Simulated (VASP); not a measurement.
Wanted: the native input for a VASP 6.6.1 run.

| Property | Result |
| --- | --- |
| Task | relaxation of cell and atoms |
| Functional | PBEsol |
| Potentials or basis | VASP PAW PBE potentials, release 64 (Sc_sv) |
| Cutoff | 600 eV |
| k mesh | 12 × 12 × 12 |
| Occupations | fermi-dirac, width 0.1 eV |
| Spin | no spin polarisation |
| Dipole correction | no |
| Further INCAR settings | ALGO = Normal; EDIFF = 1e-07; IBRION = 2; EDIFFG = -0.01; NSW = 80; ISIF = 3 |

The structure of Sc lies in POSCAR:

```
Sc
1.0
   -1.8420678645      1.8420678645      1.8420678645
    1.8420678645     -1.8420678645      1.8420678645
    1.8420678645      1.8420678645     -1.8420678645
Sc
1
Direct
    0.0000000000      0.0000000000      0.0000000000
```

These files were run (other wordings do the same):

INCAR

```
SYSTEM = Sc
PREC = Accurate
ENCUT = 600
EDIFF = 1E-7
ISMEAR = -1
SIGMA = 0.1
LREAL = .FALSE.
LASPH = .TRUE.
NELM = 60
ALGO = Normal
ISIF = 3
LWAVE = .FALSE.
LCHARG = .FALSE.
GGA = PS
IBRION = 2
NSW = 80
EDIFFG = -0.01
```

KPOINTS

```
Automatic mesh
0
G
  12 12 12
  0 0 0
```

Potentials or basis: VASP PAW PBE potentials, release 64 (Sc_sv).

Launch:

```bash
$ cat potpaw_PBE.64/Sc_sv/POTCAR > POTCAR
$ mpirun -np 1 vasp_std > vasp.out
```

It gave:

* Relaxed volume: 23.97 Å³/atom
* Relaxed cell: a = 3.146 Å, b = 3.146 Å, c = 3.146 Å, α = 109.47°, β = 109.47°, γ = 109.47°
* Space group after relaxing (to 0.05 Å): Im-3m (No. 229)
* Energy gained by relaxing: 7.2 meV/atom
* Ionic steps: 3
* Pressure after relaxing: 0.0 GPa

Caveat: the PAW data sets were made with another functional, which shifts forces and pressure a little.

It took 40 s on 1 thread of Intel(R) Xeon(R) Platinum 8259CL CPU @ 2.50GHz (Skylake/Cascade Lake), with other jobs on the host, peak memory 0.17 GiB.
